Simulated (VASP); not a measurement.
# WSe2 (P6_3/mmc) in VASP: a series of runs, part 2 of 2

VASP 6.6.1. Earlier steps stand in the parts before.

## 3. Single point, PBE+U

INCAR

```
SYSTEM = WSe2
PREC = Accurate
ENCUT = 500
EDIFF = 1E-6
ISMEAR = 1
SIGMA = 0.02
LREAL = .False.
LASPH = .True.
NELM = 200
ALGO = Normal
ISIF = 2
LWAVE = .False.
LCHARG = .False.
LMAXMIX = 4
LDAU = .True.
LDAUTYPE = 2
LDAUL = 2 -1
LDAUU = 6 0
LDAUJ = 0 0
LDAUPRINT = 1
GGA = PE
NBANDS = 35
GGA_COMPAT = .False.
```

KPOINTS

```
Automatic mesh
0
Gamma
  12 12 2
  0 0 0
```

POSCAR

```
WSe2
1.0
    3.3209866959      0.0000000000      0.0000000000
   -1.6604933480      2.8760588443      0.0000000000
    0.0000000000      0.0000000000     15.0438377397
W Se
2 4
Direct
    0.6666666667      0.3333333333      0.7500000000
    0.3333333333      0.6666666667      0.2500000000
    0.3333333333      0.6666666667      0.8615429960
    0.6666666667      0.3333333333      0.3615429960
    0.3333333333      0.6666666667      0.6384570040
    0.6666666667      0.3333333333      0.1384570040
```

Potentials or basis: VASP PAW PBE potentials, release 64 (W_sv, Se).

Started as:

```console
$ cat potpaw_PBE.64/W_sv/POTCAR potpaw_PBE.64/Se/POTCAR > POTCAR
$ mpirun -np 1 vasp_std > vasp.out
```

OUTCAR:

```text
SYSTEM = WSe2
   PREC = Accurate
   ENCUT = 500
   EDIFF = 1E-6
   ISMEAR = 1
   LREAL = .False.
   LASPH = .True.
   NELM = 200
   ISIF = 2
   GGA = PE

 ion  position               nearest neighbor table
   1  0.667  0.333  0.750-   3 2.55   5 2.55   3 2.55   5 2.55   3 2.55   5 2.55
   2  0.333  0.667  0.250-   4 2.55   6 2.55   4 2.55   6 2.55   4 2.55   6 2.55
   3  0.333  0.667  0.862-   1 2.55   1 2.55   1 2.55
   4  0.667  0.333  0.362-   2 2.55   2 2.55   2 2.55
   5  0.333  0.667  0.638-   1 2.55   1 2.55   1 2.55
   6  0.667  0.333  0.138-   2 2.55   2 2.55   2 2.55

[... 1190 lines left out ...]
  -------------------------------------------------------------------------------------
  Total        3.1092227      3.1092227      3.8208504     -0.0000000      0.0000000      0.0000000
  in kB       34.6688050     34.6688050     42.6036764     -0.0000000      0.0000000      0.0000000
  external PRESSURE =      37.3137622 kB  Pullay stress =       0.0000000 kB

 VOLUME and BASIS-vectors are now :
 -----------------------------------------------------------------------------
  energy-cutoff  :      500.00
  volume of cell :      143.69
      direct lattice vectors                 reciprocal lattice vectors
     3.320986696  0.000000000  0.000000000     0.301115329  0.173849016  0.000000000
    -1.660493348  2.876058844  0.000000000     0.000000000  0.347698032  0.000000000
     0.000000000  0.000000000 15.043837740     0.000000000  0.000000000  0.066472400

 POSITION                                       TOTAL-FORCE (eV/Angst)
 -----------------------------------------------------------------------------------
      1.66049      0.95869     11.28288        -0.000000      0.000000      0.000000
     -0.00000      1.91737      3.76096         0.000000     -0.000000      0.000000
     -0.00000      1.91737     12.96091        -0.000000     -0.000000      0.567351
      1.66049      0.95869      5.43899        -0.000000      0.000000      0.567351
     -0.00000      1.91737      9.60484         0.000000      0.000000     -0.567351
      1.66049      0.95869      2.08292        -0.000000      0.000000     -0.567351
 -----------------------------------------------------------------------------------
    total drift:                                0.000000     -0.000000      0.000000

  FREE ENERGIE OF THE ION-ELECTRON SYSTEM (eV)
  ---------------------------------------------------
  free  energy   TOTEN  =       -29.9769600871 eV

  energy  without entropy=      -29.9769600871  energy(sigma->0) =      -29.97696009
```

OSZICAR:

```text
N       E                     dE             d eps       ncg     rms          rms(c)
DAV:   1     0.498216603873E+03    0.49822E+03   -0.27179E+04  2964   0.137E+03
DAV:   2    -0.304014214333E+01   -0.50126E+03   -0.48450E+03  3248   0.367E+02
DAV:   3    -0.322711481748E+02   -0.29231E+02   -0.28824E+02  3291   0.851E+01
DAV:   4    -0.329623969899E+02   -0.69125E+00   -0.68765E+00  3298   0.134E+01
DAV:   5    -0.329743138526E+02   -0.11917E-01   -0.11897E-01  3263   0.188E+00    0.281E+01
DAV:   6    -0.303753569386E+02    0.25990E+01   -0.97552E+00  3054   0.204E+01    0.925E+00
DAV:   7    -0.300633295000E+02    0.31203E+00   -0.22664E+00  3020   0.711E+00    0.440E+00
DAV:   8    -0.299775632324E+02    0.85766E-01   -0.25036E-01  3095   0.328E+00    0.964E-01
DAV:   9    -0.299769794679E+02    0.58376E-03   -0.30269E-02  3249   0.851E-01    0.674E-01
DAV:  10    -0.299768919087E+02    0.87559E-04   -0.76247E-03  3008   0.617E-01    0.106E-01
DAV:  11    -0.299768929484E+02   -0.10397E-05   -0.11853E-03  2948   0.225E-01    0.926E-02
DAV:  12    -0.299769083787E+02   -0.15430E-04   -0.78089E-05  3103   0.525E-02    0.363E-02
DAV:  13    -0.299769541114E+02   -0.45733E-04   -0.52687E-05  2858   0.317E-02    0.712E-03
DAV:  14    -0.299769594897E+02   -0.53782E-05   -0.81906E-06  2937   0.114E-02    0.262E-03
DAV:  15    -0.299769600871E+02   -0.59740E-06   -0.20866E-06  2316   0.635E-03
   1 F= -.29976960E+02 E0= -.29976960E+02  d E =0.401965E-14
```

Run time: 4 min. Hardware: 1 thread of Intel Xeon Platinum 8259CL at 2.50GHz (Skylake/Cascade Lake), shared host; peak memory 0.32 GiB.

What came out:

* Free energy: -29.9770 eV
* Pressure: 3.7 GPa
* Largest force: 0.567 eV/Å
* Band gap on the k mesh: 1.38 eV

Forces in eV/Å, atoms in the order of the input:
```
W    0.000  0.000  0.000
W    0.000  0.000  0.000
Se   0.000  0.000  0.567
Se   0.000  0.000  0.567
Se   0.000  0.000 -0.567
Se   0.000  0.000 -0.567
```

Levels at points of the mesh, in eV from the valence-band top:
| k point | band 23 | band 24 | band 25 | band 26 | band 27 | band 28 | band 29 | band 30 |
| --- | --- | --- | --- | --- | --- | --- | --- | --- |
| (0.00, 0.00, 0.00) | -1.23 | -1.23 | -0.64 | -0.14 | 2.84 | 2.84 | 2.85 | 2.85 |
| (0.50, 0.00, 0.00) | -1.20 | -1.18 | -1.17 | -1.15 | 2.43 | 2.44 | 2.61 | 2.71 |
| (0.00, 0.00, 0.50) | -1.23 | -1.23 | -0.33 | -0.33 | 2.85 | 2.85 | 2.85 | 2.85 |
| (0.50, 0.00, 0.50) | -1.19 | -1.19 | -1.16 | -1.16 | 2.44 | 2.44 | 2.67 | 2.67 |

Eigenvalues of the final occupation matrices:
```
    site  spin  trace               eigenvalues
site 1 d     1   1.61  0.31 0.31 0.32 0.32 0.35
site 1 d     2   1.61  0.31 0.31 0.32 0.32 0.35
site 2 d     1   1.61  0.31 0.31 0.32 0.32 0.35
site 2 d     2   1.61  0.31 0.31 0.32 0.32 0.35
```

Caveat: the cell stands under pressure; spin-orbit coupling is left out, which moves the levels of the heavy elements; this functional lacks dispersion, which binds layers or chains, so the pressure and a relaxed spacing across them are unreliable. A k mesh can miss the band edges.

## 4. Relaxation of cell and atoms, PBE

INCAR

```
SYSTEM = WSe2
  PREC = Accurate
  ENCUT = 500
  EDIFF = 1E-7
  ISMEAR = 0
  SIGMA = 0.02
  LREAL = .FALSE.
  LASPH = .TRUE.
  NELM = 120
  ALGO = Normal
  ISIF = 3
  LWAVE = .FALSE.
  LCHARG = .FALSE.
  GGA = PE
  IBRION = 2
  NSW = 100
  EDIFFG = -0.005
  GGA_COMPAT = .FALSE.
  NELMIN = 4
```

KPOINTS

```
regular mesh
0
G
  12 12 2
  0 0 0
```

POSCAR is that of step 3.

Started as:

```console
$ cat potpaw_PBE.64/W_sv/POTCAR potpaw_PBE.64/Se/POTCAR > POTCAR
$ mpirun -np 1 vasp_std > vasp.out
```

Wall time 6.4 min (1 thread of Oxide Virtual Turin-like, shared host); peak memory 0.3 GiB.

The run converged. Its results:

```
Free energy                           : -43.2562 eV
Relaxed volume                        : 23.99 Å³/atom
Relaxed cell                          : a = 3.323 Å, b = 3.323 Å, c = 15.056 Å, α = 90.00°, β = 90.00°, γ = 120.00°
Space group after relaxing (to 0.1 Å) : P6_3/mmc (No. 194)
Energy gained by relaxing             : 0.0 meV/atom
Ionic steps                           : 3
Pressure after relaxing               : 0.0 GPa
Band gap on the k mesh                : 1.45 eV (least direct gap 1.52 eV)
```

Step by step:
```tsv
step	energy change (eV)	largest force (eV/Å)	pressure (GPa)	volume (Å³)
1	0.0000	0.0452	0.26	143.69
2	0.0010	0.0944	-0.54	144.49
3	-0.0003	0.0009	0.00	143.94
```

Final structure:
```yaml
crystal:
  lattice:
    - [3.32261, 0.00000, 0.00000]
    - [-1.66130, 2.87746, 0.00000]
    - [0.00000, 0.00000, 15.05569]
  atoms:
    - { symbol: W, position: [0.66667, 0.33333, 0.75000] }
    - { symbol: W, position: [0.33333, 0.66667, 0.25000] }
    - { symbol: Se, position: [0.33333, 0.66667, 0.86159] }
    - { symbol: Se, position: [0.66667, 0.33333, 0.36159] }
    - { symbol: Se, position: [0.33333, 0.66667, 0.63841] }
    - { symbol: Se, position: [0.66667, 0.33333, 0.13841] }
```

Levels at points of the mesh, in eV from the valence-band top:
| k point | band 24 | band 25 | band 26 | band 27 | band 28 | band 29 |
| --- | --- | --- | --- | --- | --- | --- |
| (0.00, 0.00, 0.00) | -1.25 | -0.58 | -0.08 | 2.86 | 2.86 | 2.87 |
| (0.50, 0.00, 0.00) | -1.00 | -0.99 | -0.96 | 2.31 | 2.32 | 2.63 |
| (0.00, 0.00, 0.50) | -1.26 | -0.27 | -0.27 | 2.86 | 2.86 | 2.86 |
| (0.50, 0.00, 0.50) | -1.00 | -0.97 | -0.97 | 2.32 | 2.32 | 2.68 |

Caveat: spin-orbit coupling is left out, which moves the levels of the heavy elements; this functional lacks dispersion, which binds layers or chains, so the pressure and a relaxed spacing across them are unreliable.

## 5. The runs side by side

```csv
task,level,U,cell,smearing,gap on the mesh (eV),pressure (GPa),largest force (eV/Å)
single point,PBE,-,as given,gaussian 0.02 eV,1.46,0.3,0.05
single point,PBE+U,W d U = 6.0 eV,as given,methfessel-paxton 0.02 eV,1.38,3.7,0.57
relaxation of cell and atoms,PBE,-,relaxed,gaussian 0.02 eV,1.45,0.0,-
```

Alike in all rows: potentials or basis VASP PAW PBE potentials, release 64 (W_sv, Se); no spin polarisation; k mesh 12 × 12 × 2; cutoff (eV) 500.

Caveats: spin-orbit coupling is left out, which moves the levels of the heavy elements; this functional lacks dispersion, which binds layers or chains, so the pressure and a relaxed spacing across them are unreliable; the cell stands under pressure (at least some runs).

Total energies depend on the potentials used, so only differences within one code and one set of settings carry meaning.
